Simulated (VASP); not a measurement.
# MoS2 (R3m) in VASP: dielectric tensor with PBEsol

Aim: the dielectric tensor of MoS2 with PBEsol.

Everything below comes from runs of VASP 6.6.1. Logs are shortened: lines on timing, memory, paths and dates and some standing lists are left out, and cuts for length are marked.

### 1 The cell of the first run

The structure is trigonal, space group R3m (No. 160). The conventional cell has a = 3.160 Å, b = 3.160 Å, c = 18.450 Å, α = 90.00°, β = 90.00°, γ = 120.00°. Mo (site symmetry 3m) has 6 S at 2.39 Å and 6 Mo at 3.16 Å within 3.2 Å. Within 3.2 Å of S (site symmetry 3m) lie 3 Mo at 2.39 Å and 7 S at 3.08 to 3.16 Å. Within 3.2 Å of S (site symmetry 3m) lie 3 Mo at 2.39 Å and 7 S at 3.08 to 3.16 Å.

### 2 Dielectric tensor, PBEsol

The input, INCAR:

```
SYSTEM = MoS2
PREC = Accurate
ENCUT = 520
EDIFF = 1E-8
ISMEAR = 0
SIGMA = 0.01
LREAL = .FALSE.
LASPH = .TRUE.
NELM = 80
ALGO = Normal
ISIF = 2
LWAVE = .FALSE.
LCHARG = .FALSE.
GGA = PS
LEPSILON = .TRUE.
```

The input, KPOINTS:

```
Automatic mesh
0
G
  8 8 8
  0 0 0
```

The input, POSCAR:

```
MoS2
1.0
    1.5800000000      0.9122134253      6.1500000000
   -1.5800000000      0.9122134253      6.1500000000
    0.0000000000     -1.8244268506      6.1500000000
Mo S
1 2
Direct
    0.0000000000      0.0000000000      0.0000000000
    0.4170000000      0.4170000000      0.4170000000
    0.2500000000      0.2500000000      0.2500000000
```

Potentials or basis: VASP PAW PBE potentials, release 64 (Mo_sv, S).

Started as:

```bash
> cat potpaw_PBE.64/Mo_sv/POTCAR potpaw_PBE.64/S/POTCAR > POTCAR
> mpirun -np 1 vasp_std > vasp.out
```

OUTCAR:

```text
SYSTEM = MoS2
   PREC = Accurate
   ENCUT = 520
   EDIFF = 1E-8
   ISMEAR = 0
   LREAL = .FALSE.
   LASPH = .TRUE.
   NELM = 80
   ISIF = 2
   GGA = PS
   LEPSILON = .TRUE.

 ion  position               nearest neighbor table
   1  0.000  0.000  0.000-   3 2.39   3 2.39   3 2.39   2 2.39   2 2.39   2 2.39
   2  0.417  0.417  0.417-   1 2.39   1 2.39   1 2.39
   3  0.250  0.250  0.250-   1 2.39   1 2.39   1 2.39

  LATTYP: Found a trigonal (rhomboedric) cell.
 ALAT       =     6.4149071181
 COS(alpha) =     0.8786713335

  Lattice vectors:

 A1 = (   1.5800000000,   0.9122134253,   6.1500000000)
 A2 = (  -1.5800000000,   0.9122134253,   6.1500000000)
 A3 = (   0.0000000000,  -1.8244268506,   6.1500000000)

Analysis of symmetry for initial positions (statically):
=====================================================================
 Subroutine PRICEL returns:
 Original cell was already a primitive cell.

 Routine SETGRP: Setting up the symmetry group for a
 trigonal (rhombohedral) supercell.

 Subroutine GETGRP returns: Found  6 space group operations
 (whereof  6 operations were pure point group operations)
 out of a pool of 12 trial point group operations.

The static configuration has the point symmetry C_3v.

Analysis of symmetry for dynamics (positions and initial velocities):
=====================================================================
 Subroutine PRICEL returns:
 Original cell was already a primitive cell.

 Routine SETGRP: Setting up the symmetry group for a
 trigonal (rhombohedral) supercell.

 Subroutine GETGRP returns: Found  6 space group operations
 (whereof  6 operations were pure point group operations)
 out of a pool of 12 trial point group operations.

The dynamic configuration has the point symmetry C_3v.

 Subroutine INISYM returns: Found  6 space group operations
 (whereof  6 operations are pure point group operations),
 and found     1 'primitive' translations

----------------------------------------------------------------------------------------

                                     Primitive cell

  volume of cell :      53.1839

  direct lattice vectors                    reciprocal lattice vectors
     1.580000000  0.912213425  6.150000000     0.316455696  0.182705781  0.054200542
    -1.580000000  0.912213425  6.150000000    -0.316455696  0.182705781  0.054200542
     0.000000000 -1.824426851  6.150000000     0.000000000 -0.365411563  0.054200542

  length of vectors
     6.414907118  6.414907118  6.414907118     0.369409406  0.369409406  0.369409406

  position of ions in fractional coordinates (direct lattice)
     0.000000000  0.000000000  0.000000000
     0.417000000  0.417000000  0.417000000
     0.250000000  0.250000000  0.250000000

  ion indices of the primitive-cell ions
   primitive index   ion index
                 1           1
                 2           2
                 3           3

----------------------------------------------------------------------------------------

 KPOINTS: Automatic mesh

Automatic generation of k-mesh.
 Grid dimensions read from file:
 generate k-points for:    8    8    8

 Generating k-lattice:

  Cartesian coordinates                     Fractional coordinates (reciprocal lattice)
     0.039556962  0.022838223  0.006775068     0.125000000 -0.000000000  0.000000000
    -0.039556962  0.022838223  0.006775068    -0.000000000  0.125000000  0.000000000
     0.000000000 -0.045676445  0.006775068     0.000000000  0.000000000  0.125000000

  Length of vectors
     0.046176176  0.046176176  0.046176176

  Shift w.r.t. Gamma in fractional coordinates (k-lattice)
     0.000000000  0.000000000  0.000000000

 Subroutine IBZKPT returns following result:
 ===========================================

 Found     65 irreducible k-points:

 Following reciprocal coordinates:
            Coordinates               Weight
  0.000000  0.000000  0.000000      1.000000
  0.125000 -0.000000  0.000000      6.000000
  0.250000 -0.000000  0.000000      6.000000
  0.375000 -0.000000  0.000000      6.000000
  0.500000 -0.000000  0.000000      3.000000
  0.125000  0.125000  0.000000      6.000000
[... 16 lines left out ...]
  0.250000  0.125000  0.125000      6.000000
  0.375000  0.125000  0.125000      6.000000
 [... further k-points ...]
   k-points           NKPTS =     65   k-points in BZ     NKDIM =     65   number of bands    NBANDS=     17
   number of dos      NEDOS =    301   number of ions     NIONS =      3
   total plane-waves  NPLWV = 110592
   dimension x,y,z NGX =    48 NGY =   48 NGZ =   48
   dimension x,y,z NGXF=    96 NGYF=   96 NGZF=   96
   ions per type =               1   2
   NGX,Y,Z   is equivalent  to a cutoff of  12.44, 12.44, 12.44 a.u.
   NGXF,Y,Z  is equivalent  to a cutoff of  24.88, 24.88, 24.88 a.u.
 SYSTEM =  MoS2
   PREC   = accura    normal or accurate (medium, high low for compatibility)
   ISTART =      0    job   : 0-new  1-cont  2-samecut
   ICHARG =      2    charge: 1-file 2-atom 10-const
   ISPIN  =      1    spin polarized calculation?
   LNONCOLLINEAR =      F non collinear calculations
   LSORBIT =      F    spin-orbit coupling
   LASPH  =      T    aspherical Exc in radial PAW
   ENCUT  =  520.0 eV  38.22 Ry    6.18 a.u.  11.93 11.93 11.93*2*pi/ulx,y,z
   NELM   =     80;   NELMIN=  2; NELMDL= -5     # of ELM steps
   EDIFF  = 0.1E-07   stopping-criterion for ELM
   LREAL  =      F    real-space projection
   EDIFFG = 0.1E-06   stopping-criterion for IOM
   NSW    =      0    number of steps for IOM
   IBRION =     -1    ionic relax: 0-MD 1-quasi-New 2-CG
   NFREE  =      0    steps in history (QN), initial steepest desc. (CG)
   ISIF   =      2    stress and relaxation
   ISYM   =      2    0-nonsym 1-usesym 2-fastsym
   POTIM  = 0.5000    time-step for ionic-motion
   TEBEG  =    0.0;   TEEND  =   0.0 temperature during run
   PSTRESS=    0.0 pullay stress
   NELECT =      26.0000    total number of electrons
   NUPDOWN=      -1.0000    fix difference up-down
   EMIN   =  10.00;   EMAX   =-10.00  energy-range for DOS
   EFERMI =   0.00;   METHOD = LEGACY
   ISMEAR =     0;   SIGMA  =   0.01  broadening in eV -4-tet -1-fermi 0-gaus
   EFERMI_NEDOS =   21; number of points for ismear=-14 and -15
   IALGO  =     38    algorithm
   IMIX   =      4    mixing-type and parameters
     AMIX     =   0.40;   BMIX     =  1.00
     AMIX_MAG =   1.60;   BMIX_MAG =  1.00
  volume/ion in A,a.u.               =      17.73       119.63
  Fermi-wavevector in a.u.,A,eV,Ry     =   1.289652  2.437089 22.629252  1.663203
  Thomas-Fermi vector in A             =   2.421532
   LORBIT       =      0    0 simple, 1 ext, 2 COOP (PROOUT), +10 PAW based schemes
   GGA     = PS    functional components
   LHFCALC =     F    Hartree Fock is set to
   AEXX    =    0.0000 exact exchange contribution
   IVDW    =     0    specifies the selected vdW correction
   LEPSILON=     T    determine dielectric tensor
   LRPA    =     F    only Hartree local field effects (RPA)
 non-spin polarized calculation
 Gauss-broadening in eV      SIGMA  =   0.01
  energy-cutoff  :      520.00
  volume of cell :       53.18
 maximum number of plane-waves:      1447
   NGX = 23   NGY = 23   NGZ = 23

--------------------------------------- Ionic step        1  -------------------------------------------

 number of electron      25.9999998 magnetization

 E-fermi :   7.6769     XC(G=0): -11.0038

 val. band max:        7.5818823163   @ k =   0.5000   0.5000   0.5000
 cond. band min:       8.5821311146   @ k =  -0.2500   0.1250  -0.0000
 fundamental gap:      1.0002487983
 Fermi energy:         7.6769030117

 k-point     1 :       0.0000    0.0000    0.0000
  band No.  band energies     occupation
      1     -53.8940      2.00000
      2     -28.0981      2.00000
      3     -27.8601      2.00000
      4     -27.8601      2.00000
      5      -7.5418      2.00000
      6      -5.7963      2.00000
[... 9 lines left out ...]
     16      10.0424      0.00000
     17      10.0424      0.00000
[... 441 lines left out ...]
 k-point    24 :       0.3750    0.1250    0.1250
  band No.  band energies     occupation
      1     -53.8730      2.00000
      2     -28.0690      2.00000
      3     -28.0562      2.00000
      4     -27.9077      2.00000
      5      -6.5973      2.00000
      6      -5.6127      2.00000
[... 9 lines left out ...]
     16      10.0845      0.00000
     17      10.6285      0.00000

 [... further k-points ...]

  FORCE on cell =-STRESS in cart. coord.  units (eV):
  Direction    XX          YY          ZZ          XY          YZ          ZX
  --------------------------------------------------------------------------------------
  -------------------------------------------------------------------------------------
  Total       -0.2172213     -0.2172213      0.7619230      0.0000000      0.0000000     -0.0000000
  in kB       -6.5438457     -6.5438457     22.9531210      0.0000000      0.0000000     -0.0000000
  external PRESSURE =       3.2884765 kB  Pullay stress =       0.0000000 kB

 VOLUME and BASIS-vectors are now :
 -----------------------------------------------------------------------------
  energy-cutoff  :      520.00
  volume of cell :       53.18
      direct lattice vectors                 reciprocal lattice vectors
     1.580000000  0.912213425  6.150000000     0.316455696  0.182705781  0.054200542
    -1.580000000  0.912213425  6.150000000    -0.316455696  0.182705781  0.054200542
     0.000000000 -1.824426851  6.150000000     0.000000000 -0.365411563  0.054200542

 POSITION                                       TOTAL-FORCE (eV/Angst)
 -----------------------------------------------------------------------------------
      0.00000      0.00000      0.00000         0.000000     -0.000000      0.086182
      0.00000      0.00000      7.69365         0.000000      0.000000      0.174437
      0.00000      0.00000      4.61250         0.000000      0.000000     -0.260619
 -----------------------------------------------------------------------------------
    total drift:                                0.000000     -0.000000      0.000049

  FREE ENERGIE OF THE ION-ELECTRON SYSTEM (eV)
  ---------------------------------------------------
  free  energy   TOTEN  =       -23.4440153814 eV

  energy  without entropy=      -23.4440153814  energy(sigma->0) =      -23.44401538

 HEAD OF MICROSCOPIC STATIC DIELECTRIC TENSOR (INDEPENDENT PARTICLE, excluding Hartree and local field effects)
 ------------------------------------------------------
          16.192501     0.000000     0.000000
           0.000000    16.192501     0.000000
           0.000000     0.000000     9.740527
 ------------------------------------------------------

 Free energy of the ion-electron system (eV)
  ---------------------------------------------------
  ---------------------------------------------------
  free energy    TOTEN  =        -2.22856192 eV

  energy without entropy =       -2.22856192

------------------------ aborting loop because EDIFF is reached ----------------------------------------

--------------------------------------- Ionic step        2  -------------------------------------------

------------------------ aborting loop because EDIFF is reached ----------------------------------------

--------------------------------------- Ionic step        3  -------------------------------------------

 Free energy of the ion-electron system (eV)
  ---------------------------------------------------
  ---------------------------------------------------
  free energy    TOTEN  =        -0.85123253 eV

  energy without entropy =       -0.85123253

------------------------ aborting loop because EDIFF is reached ----------------------------------------

 PIEZOELECTRIC TENSOR FIELD DIRECTION 3  (e Angst)
 -----------------------------------------------------------------------------
    -0.01512 -0.00000 -0.00000           ( -0.00037 -0.00000 -0.00000)
     0.00000 -0.01512  0.00000           ( -0.00000 -0.00037  0.00000)
    -0.00000 -0.00000  0.19879           ( -0.00000  0.00000  0.00144)

 PIEZOELECTRIC TENSOR FIELD DIRECTION 3  (C/m^2)
 -----------------------------------------------------------------------------
    -0.00455 -0.00000 -0.00000
     0.00000 -0.00455  0.00000
    -0.00000 -0.00000  0.05989

 MACROSCOPIC STATIC DIELECTRIC TENSOR (including local field effects in DFT)
 ------------------------------------------------------
          15.276044     0.000000     0.000000
           0.000000    15.276044     0.000000
          -0.000000     0.000000     6.470224
 ------------------------------------------------------

 PIEZOELECTRIC TENSOR (including local field effects)  for field in x, y, z        (e  Angst)
          XX          YY          ZZ          XY          YZ          ZX
  --------------------------------------------------------------------------------
  x     0.00000     0.00000     0.00000     1.72740     0.00000     0.07568
  y     1.72740    -1.72740     0.00000     0.00000     0.07568     0.00000
  z    -0.01512    -0.01512     0.19879     0.00000     0.00000     0.00000

 PIEZOELECTRIC TENSOR (including local field effects)  for field in x, y, z        (C/m^2)
          XX          YY          ZZ          XY          YZ          ZX
  --------------------------------------------------------------------------------
  x     0.00000     0.00000     0.00000     0.52038     0.00000     0.02280
  y     0.52038    -0.52038     0.00000     0.00000     0.02280     0.00000
  z    -0.00455    -0.00455     0.05989     0.00000     0.00000     0.00000

 BORN EFFECTIVE CHARGES (including local field effects) (in |e|, cummulative output)
 ---------------------------------------------------------------------------------
 ion    1
    1    -1.06122     0.00000     0.00000
    2     0.00000    -1.06122     0.00000
    3     0.00000     0.00000    -0.72451
 ion    2
    1     0.52576     0.00000     0.00000
    2     0.00000     0.52576    -0.00000
    3     0.00000     0.00000     0.31998
 ion    3
    1     0.53546     0.00000     0.00000
    2     0.00000     0.53546     0.00000
    3     0.00000     0.00000     0.40453
```

Run time: 71 min. Hardware: 1 thread of Intel Xeon Platinum 8259CL at 2.50GHz (Skylake/Cascade Lake), shared host; peak memory 0.76 GiB.

Results:

```
Band gap on the k mesh                  : 1.00 eV (least direct gap 2.03 eV)
Electronic dielectric tensor (diagonal) : 15.28, 15.28, 6.47
Born charges (mean of the diagonal)     : Mo -0.95; S +0.46, +0.49 e
```

Levels at points of the mesh, in eV from the valence-band top:
```tsv
k point	band 10	band 11	band 12	band 13	band 14	band 15	band 16	band 17
(0.00, 0.00, 0.00)	-2.34	-2.34	-1.27	-1.20	2.02	2.02	2.46	2.46
(0.50, 0.00, 0.00)	-4.08	-2.37	-1.66	-1.52	1.58	2.00	3.45	3.50
(0.50, 0.50, 0.00)	-4.01	-2.94	-1.85	-1.35	1.53	2.13	2.98	3.93
(0.50, 0.50, 0.50)	-3.50	-2.32	-2.32	0.00	2.12	2.12	2.32	2.32
```

Electronic dielectric tensor:
```
15.28  0.00  0.00
 0.00 15.28  0.00
 0.00  0.00  6.47
```

Born effective charge tensors (e):
atom 1, Mo
```
-1.06  0.00  0.00
 0.00 -1.06  0.00
 0.00  0.00 -0.72
```
atom 2, S
```
0.53 0.00 0.00
0.00 0.53 0.00
0.00 0.00 0.32
```
atom 3, S
```
0.54 0.00 0.00
0.00 0.54 0.00
0.00 0.00 0.40
```

Caveat: the PAW data sets were made with another functional, which shifts forces and pressure a little.
